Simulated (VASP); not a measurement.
# Al5Cl (P4/mmm) in VASP: a series of runs

Runs on Al5Cl. Level: PBE. Tasks: single point.

Everything below comes from runs of VASP 6.6.1. Logs are shortened: lines on timing, memory, paths and dates and some standing lists are left out, and cuts for length are marked.

### Step 1. The cell of the first run

Symmetry: P4/mmm, No. 123, tetragonal system. The conventional cell has a = 2.991 Å, b = 2.991 Å, c = 12.670 Å, α = 90.00°, β = 90.00°, γ = 90.00°. Within 3.8 Å of Al (site symmetry 4mm) lie 12 Al at 2.92 to 2.99 Å. Al (site symmetry 4mm) has 8 Al at 2.92 to 2.99 Å and 4 Cl at 3.07 Å within 3.8 Å. Within 3.9 Å of Al (site symmetry 4/mmm) lie 12 Al at 2.98 to 2.99 Å. Cl (site symmetry 4/mmm) has 4 Cl at 2.99 Å and 8 Al at 3.07 Å within 3.9 Å.

### Step 2. Single point, PBE

Input file INCAR:

```
SYSTEM = Al5Cl
ALGO = Normal
EDIFF = 1E-7
ENCUT = 520
GGA = PE
ISIF = 2
ISMEAR = 0
LASPH = .TRUE.
LCHARG = .FALSE.
LREAL = .FALSE.
LWAVE = .FALSE.
NBANDS = 20
NELM = 60
PREC = Accurate
SIGMA = 0.1
```

Input file KPOINTS:

```
k-points
0
G
  6 6 2
  0 0 0
```

Input file POSCAR:

```
Al5Cl
1.0
    2.9910573200      0.0000000000      0.0000000000
    0.0000000000      2.9910573200      0.0000000000
    0.0000000000      0.0000000000     12.6700224900
Al Cl
5 1
Direct
    0.5000000000      0.5000000000      0.3344822800
    0.5000000000      0.5000000000      0.6655177200
    0.0000000000      0.0000000000      0.1759868000
    0.0000000000      0.0000000000      0.8240132000
    0.0000000000      0.0000000000      0.5000000000
    0.5000000000      0.5000000000      0.0000000000
```

Potentials or basis: VASP PAW PBE potentials, release 64 (Al, Cl).

Launch:

```bash
$ cat potpaw_PBE.64/Al/POTCAR potpaw_PBE.64/Cl/POTCAR > POTCAR
$ mpirun -np 1 vasp_std > vasp.out
```

OUTCAR:

```text
SYSTEM = Al5Cl
   EDIFF = 1E-7
   ENCUT = 520
   GGA = PE
   ISIF = 2
   ISMEAR = 0
   LASPH = .TRUE.
   LREAL = .FALSE.
   NELM = 60
   PREC = Accurate

 ion  position               nearest neighbor table
   1  0.500  0.500  0.334-   3 2.92   3 2.92   3 2.92   3 2.92   5 2.98   5 2.98   5 2.98   5 2.98

   2  0.500  0.500  0.666-   4 2.92   4 2.92   4 2.92   4 2.92   5 2.98   5 2.98   5 2.98   5 2.98

   3  0.000  0.000  0.176-   1 2.92   1 2.92   1 2.92   1 2.92
   4  0.000  0.000  0.824-   2 2.92   2 2.92   2 2.92   2 2.92
   5  0.000  0.000  0.500-   1 2.98   2 2.98   1 2.98   2 2.98   1 2.98   2 2.98   1 2.98   2 2.98

   6  0.500  0.500  0.000-

  LATTYP: Found a simple tetragonal cell.
 ALAT       =     2.9910573200
 C/A-ratio  =     4.2359677982

  Lattice vectors:

 A1 = (   2.9910573200,   0.0000000000,   0.0000000000)
 A2 = (   0.0000000000,   2.9910573200,   0.0000000000)
 A3 = (   0.0000000000,   0.0000000000,  12.6700224900)

Analysis of symmetry for initial positions (statically):
=====================================================================
 Subroutine PRICEL returns:
 Original cell was already a primitive cell.

 Routine SETGRP: Setting up the symmetry group for a
 simple tetragonal supercell.

 Subroutine GETGRP returns: Found 16 space group operations
 (whereof 16 operations were pure point group operations)
 out of a pool of 16 trial point group operations.

The static configuration has the point symmetry D_4h.

Analysis of symmetry for dynamics (positions and initial velocities):
=====================================================================
 Subroutine PRICEL returns:
 Original cell was already a primitive cell.

 Routine SETGRP: Setting up the symmetry group for a
 simple tetragonal supercell.

 Subroutine GETGRP returns: Found 16 space group operations
 (whereof 16 operations were pure point group operations)
 out of a pool of 16 trial point group operations.

The dynamic configuration has the point symmetry D_4h.

 Subroutine INISYM returns: Found 16 space group operations
 (whereof 16 operations are pure point group operations),
 and found     1 'primitive' translations

----------------------------------------------------------------------------------------

                                     Primitive cell

  volume of cell :     113.3514

  direct lattice vectors                    reciprocal lattice vectors
     2.991057320  0.000000000  0.000000000     0.334329935  0.000000000  0.000000000
     0.000000000  2.991057320  0.000000000     0.000000000  0.334329935  0.000000000
     0.000000000  0.000000000 12.670022490     0.000000000  0.000000000  0.078926458

  length of vectors
     2.991057320  2.991057320 12.670022490     0.334329935  0.334329935  0.078926458

  position of ions in fractional coordinates (direct lattice)
     0.500000000  0.500000000  0.334482280
     0.500000000  0.500000000  0.665517720
     0.000000000  0.000000000  0.175986800
     0.000000000  0.000000000  0.824013200
     0.000000000  0.000000000  0.500000000
     0.500000000  0.500000000  0.000000000

  ion indices of the primitive-cell ions
   primitive index   ion index
                 1           1
                 2           2
                 3           3
                 4           4
                 5           5
                 6           6

----------------------------------------------------------------------------------------

 KPOINTS: k-points

Automatic generation of k-mesh.
 Grid dimensions read from file:
 generate k-points for:    6    6    2

 Generating k-lattice:

  Cartesian coordinates                     Fractional coordinates (reciprocal lattice)
     0.055721656  0.000000000  0.000000000     0.166666667  0.000000000  0.000000000
     0.000000000  0.055721656  0.000000000     0.000000000  0.166666667  0.000000000
     0.000000000  0.000000000  0.039463229     0.000000000  0.000000000  0.500000000

  Length of vectors
     0.055721656  0.055721656  0.039463229

  Shift w.r.t. Gamma in fractional coordinates (k-lattice)
     0.000000000  0.000000000  0.000000000

 Subroutine IBZKPT returns following result:
 ===========================================

 Found     20 irreducible k-points:

 Following reciprocal coordinates:
            Coordinates               Weight
  0.000000  0.000000  0.000000      1.000000
  0.166667  0.000000  0.000000      4.000000
  0.333333  0.000000  0.000000      4.000000
  0.500000  0.000000  0.000000      2.000000
  0.166667  0.166667  0.000000      4.000000
  0.333333  0.166667  0.000000      8.000000
[... 12 lines left out ...]
  0.500000  0.333333  0.500000      4.000000
  0.500000  0.500000  0.500000      1.000000
   k-points           NKPTS =     20   k-points in BZ     NKDIM =     20   number of bands    NBANDS=     20
   number of dos      NEDOS =    301   number of ions     NIONS =      6
   total plane-waves  NPLWV =  55296
   dimension x,y,z NGX =    24 NGY =   24 NGZ =   96
   dimension x,y,z NGXF=    48 NGYF=   48 NGZF=  192
   ions per type =               5   1
   NGX,Y,Z   is equivalent  to a cutoff of  13.34, 13.34, 12.60 a.u.
   NGXF,Y,Z  is equivalent  to a cutoff of  26.68, 26.68, 25.19 a.u.
 SYSTEM =  Al5Cl
   PREC   = accura    normal or accurate (medium, high low for compatibility)
   ISTART =      0    job   : 0-new  1-cont  2-samecut
   ICHARG =      2    charge: 1-file 2-atom 10-const
   ISPIN  =      1    spin polarized calculation?
   LNONCOLLINEAR =      F non collinear calculations
   LSORBIT =      F    spin-orbit coupling
   LASPH  =      T    aspherical Exc in radial PAW
   ENCUT  =  520.0 eV  38.22 Ry    6.18 a.u.   5.56  5.56 23.56*2*pi/ulx,y,z
   NELM   =     60;   NELMIN=  2; NELMDL= -5     # of ELM steps
   EDIFF  = 0.1E-06   stopping-criterion for ELM
   LREAL  =      F    real-space projection
   EDIFFG = 0.1E-05   stopping-criterion for IOM
   NSW    =      0    number of steps for IOM
   IBRION =     -1    ionic relax: 0-MD 1-quasi-New 2-CG
   NFREE  =      0    steps in history (QN), initial steepest desc. (CG)
   ISIF   =      2    stress and relaxation
   ISYM   =      2    0-nonsym 1-usesym 2-fastsym
   POTIM  = 0.5000    time-step for ionic-motion
   TEBEG  =    0.0;   TEEND  =   0.0 temperature during run
   PSTRESS=    0.0 pullay stress
   NELECT =      22.0000    total number of electrons
   NUPDOWN=      -1.0000    fix difference up-down
   EMIN   =  10.00;   EMAX   =-10.00  energy-range for DOS
   EFERMI =   0.00;   METHOD = LEGACY
   ISMEAR =     0;   SIGMA  =   0.10  broadening in eV -4-tet -1-fermi 0-gaus
   EFERMI_NEDOS =   21; number of points for ismear=-14 and -15
   IALGO  =     38    algorithm
   IMIX   =      4    mixing-type and parameters
     AMIX     =   0.40;   BMIX     =  1.00
     AMIX_MAG =   1.60;   BMIX_MAG =  1.00
  volume/ion in A,a.u.               =      18.89       127.49
  Fermi-wavevector in a.u.,A,eV,Ry     =   0.947851  1.791179 12.223769  0.898422
  Thomas-Fermi vector in A             =   2.075984
   LORBIT       =      0    0 simple, 1 ext, 2 COOP (PROOUT), +10 PAW based schemes
   GGA     = PE    functional components
   LHFCALC =     F    Hartree Fock is set to
   AEXX    =    0.0000 exact exchange contribution
   IVDW    =     0    specifies the selected vdW correction
   LEPSILON=     F    determine dielectric tensor
   LRPA    =     F    only Hartree local field effects (RPA)
 non-spin polarized calculation
 Gauss-broadening in eV      SIGMA  =   0.10
  energy-cutoff  :      520.00
  volume of cell :      113.35
 maximum number of plane-waves:      3078
 NGX is ok and might be reduce to    24
   NGX = 11   NGY = 11   NGZ = 47

 number of electron      21.9999999 magnetization

 Free energy of the ion-electron system (eV)
  ---------------------------------------------------
  ext. energy  EPLUGINS =         0.00000000
  ---------------------------------------------------
  free energy    TOTEN  =       -20.41648012 eV

  energy without entropy =      -20.41068515  energy(sigma->0) =      -20.41358264

 E-fermi :   6.4338     XC(G=0):  -9.7520

 val. band max:        6.4168491193   @ k =   0.5000   0.3333   0.5000
 cond. band min:       6.4391303427   @ k =   0.5000   0.5000   0.0000
 fundamental gap:      0.0222812234
 Fermi energy:         6.4338101603

 k-point     1 :       0.0000    0.0000    0.0000
  band No.  band energies     occupation
      1      -9.9198      2.00000
      2      -3.6697      2.00000
      3      -3.1105      2.00000
      4      -1.2912      2.00000
      5      -0.5560      2.00000
      6       2.5712      2.00000
[... 12 lines left out ...]
     19      13.0612      0.00000
     20      13.2473      0.00000

 k-point     2 :       0.1667    0.0000    0.0000
  band No.  band energies     occupation
      1      -9.7066      2.00000
      2      -3.2148      2.00000
      3      -2.6588      2.00000
      4      -0.8674      2.00000
      5      -0.1527      2.00000
      6       2.9033      2.00000
[... 12 lines left out ...]
     19      13.1778      0.00000
     20      13.5970      0.00000

 k-point     3 :       0.3333    0.0000    0.0000
  band No.  band energies     occupation
      1      -9.2186      2.00000
      2      -1.8659      2.00000
      3      -1.3170      2.00000
      4       0.1304      2.00000
      5       0.9708      2.00000
      6       1.2949      2.00000
[... 12 lines left out ...]
     19      13.6335      0.00000
     20      14.5050      0.00000

 k-point     4 :       0.5000    0.0000    0.0000
  band No.  band energies     occupation
      1      -8.9319      2.00000
      2      -0.3545      2.00000
      3       0.4160      2.00000
      4       0.5663      2.00000
      5       0.6743      2.00000
      6       1.0228      2.00000
[... 337 lines left out ...]
 k-point    19 :       0.5000    0.3333    0.5000
  band No.  band energies     occupation
      1      -8.3214      2.00000
      2       0.8240      2.00000
      3       1.9273      2.00000
      4       2.1072      2.00000
      5       2.1093      2.00000
      6       2.6992      2.00000
[... 12 lines left out ...]
     19       9.4006      0.00000
     20       9.4497      0.00000

 k-point    20 :       0.5000    0.5000    0.5000
  band No.  band energies     occupation
      1      -8.0795      2.00000
      2       1.3701      2.00000
      3       1.3701      2.00000
      4       2.9528      2.00000
      5       3.8857      2.00000
      6       3.8857      2.00000
[... 12 lines left out ...]
     19       8.2438      0.00000
     20       9.4094      0.00000

------------------------ aborting loop because EDIFF is reached ----------------------------------------

  FORCE on cell =-STRESS in cart. coord.  units (eV):
  Direction    XX          YY          ZZ          XY          YZ          ZX
  --------------------------------------------------------------------------------------
  -------------------------------------------------------------------------------------
  Total       -2.0185153     -2.0185153     -2.5885437      0.0000000      0.0000000     -0.0000000
  in kB      -28.5309191    -28.5309191    -36.5880471      0.0000000      0.0000000     -0.0000000
  external PRESSURE =     -31.2166284 kB  Pullay stress =       0.0000000 kB

 VOLUME and BASIS-vectors are now :
 -----------------------------------------------------------------------------
  energy-cutoff  :      520.00
  volume of cell :      113.35
      direct lattice vectors                 reciprocal lattice vectors
     2.991057320  0.000000000  0.000000000     0.334329935  0.000000000  0.000000000
     0.000000000  2.991057320  0.000000000     0.000000000  0.334329935  0.000000000
     0.000000000  0.000000000 12.670022490     0.000000000  0.000000000  0.078926458

 POSITION                                       TOTAL-FORCE (eV/Angst)
 -----------------------------------------------------------------------------------
      1.49553      1.49553      4.23790         0.000000     -0.000000      0.128794
      1.49553      1.49553      8.43212         0.000000      0.000000     -0.128794
      0.00000      0.00000      2.22976         0.000000     -0.000000     -0.149503
      0.00000      0.00000     10.44027        -0.000000      0.000000      0.149503
      0.00000      0.00000      6.33501         0.000000     -0.000000      0.000000
      1.49553      1.49553      0.00000         0.000000     -0.000000      0.000000
 -----------------------------------------------------------------------------------
    total drift:                                0.000000     -0.000000     -0.000000

  FREE ENERGIE OF THE ION-ELECTRON SYSTEM (eV)
  ---------------------------------------------------
  free  energy   TOTEN  =       -20.4164801204 eV

  energy  without entropy=      -20.4106851545  energy(sigma->0) =      -20.41358264
```

Wall time 22 s (1 thread of Intel Xeon 6975P-C (Granite Rapids), shared host); peak memory 0.22 GiB.

Results:

```yaml
Free_energy: -20.4165 eV
Pressure: -3.1 GPa
Largest_force: 0.150 eV/Å
Band_gap_on_the_k_mesh: zero (band 11 reaches 10.31 eV, above the bottom of band 12 at 5.40 eV)
```

Forces on the atoms (eV/Å):
```
Al   0.000  0.000  0.129
Al   0.000  0.000 -0.129
Al   0.000  0.000 -0.150
Al   0.000  0.000  0.150
Al   0.000  0.000  0.000
Cl   0.000  0.000  0.000
```

Levels at points of the mesh, in eV from the Fermi level:
| k point | band 9 | band 10 | band 11 | band 12 | band 13 | band 14 |
| --- | --- | --- | --- | --- | --- | --- |
| (0.00, 0.00, 0.00) | -1.61 | 1.20 | 2.34 | 5.05 | 5.05 | 5.23 |
| (0.50, 0.00, 0.00) | -3.49 | -2.31 | -1.02 | -0.76 | 1.19 | 1.25 |
| (0.50, 0.50, 0.00) | -1.63 | -1.45 | -0.91 | -0.37 | -0.21 | -0.21 |
| (0.00, 0.00, 0.50) | -0.97 | -0.82 | 3.88 | 4.83 | 5.01 | 5.01 |
| (0.50, 0.00, 0.50) | -2.75 | -1.58 | -1.43 | -1.02 | -0.28 | 2.39 |
| (0.50, 0.50, 0.50) | -1.59 | -1.36 | -1.08 | -0.61 | -0.58 | -0.58 |

### Step 3. Single point, PBE

This run uses another cell than the first one, of 17.70 Å³/atom, 0.937 times its volume.

Input file INCAR:

```
SYSTEM = Al5Cl
PREC = Accurate ; ENCUT = 520
EDIFF = 1E-7 ; ISMEAR = 0
SIGMA = 0.1 ; LREAL = .False.
LASPH = .True. ; NELM = 80
ALGO = Normal ; ISIF = 2
LWAVE = .False. ; LCHARG = .False.
GGA = PE ; NBANDS = 20
```

Input file KPOINTS:

```
Automatic mesh
0
Gamma
  12 12 4
  0 0 0
```

Input file POSCAR:

```
Al5Cl
1.0
    3.0073741057      0.0000000000      0.0000000000
    0.0000000000      3.0073741057      0.0000000000
    0.0000000000      0.0000000000     11.7429961109
Al Cl
5 1
Direct
    0.5000000000      0.5000000000      0.3371884540
    0.5000000000      0.5000000000      0.6628115460
    0.0000000000      0.0000000000      0.1783684977
    0.0000000000      0.0000000000      0.8216315023
    0.0000000000      0.0000000000      0.5000000000
    0.5000000000      0.5000000000      0.0000000000
```

Potentials or basis: VASP PAW PBE potentials, release 64 (Al, Cl).

Launch:

```bash
$ cat potpaw_PBE.64/Al/POTCAR potpaw_PBE.64/Cl/POTCAR > POTCAR
$ mpirun -np 1 vasp_std > vasp.out
```

Wall time 1.9 min (1 thread of Intel Xeon 6975P-C (Granite Rapids), shared host); peak memory 0.29 GiB.

The run converged. Its results:

* Free energy: -20.4605 eV
* Pressure: 0.0 GPa
* Band gap on the k mesh: zero (band 11 reaches 11.53 eV, above the bottom of band 12 at 6.05 eV)

Levels at points of the mesh, in eV from the Fermi level:
```csv
k point,band 7,band 8,band 9,band 10,band 11,band 12,band 13,band 14,band 15,band 16
"(0.00, 0.00, 0.00)",-2.50,-2.50,-2.28,2.12,2.99,4.35,4.35,4.60,5.05,5.05
"(0.50, 0.00, 0.00)",-4.46,-3.79,-3.46,-2.34,-1.89,-0.44,1.87,1.95,1.99,5.71
"(0.50, 0.50, 0.00)",-2.30,-2.30,-2.24,-2.01,-1.37,-0.50,-0.47,-0.33,-0.33,0.58
"(0.00, 0.00, 0.50)",-2.50,-2.50,-0.15,-0.07,4.31,4.31,4.67,4.73,4.87,5.22
"(0.50, 0.00, 0.50)",-5.31,-4.23,-2.80,-1.89,-1.35,-1.17,-0.05,3.35,3.77,4.13
"(0.50, 0.50, 0.50)",-2.17,-2.03,-2.03,-1.91,-1.63,-0.85,-0.85,-0.85,0.44,0.44
```
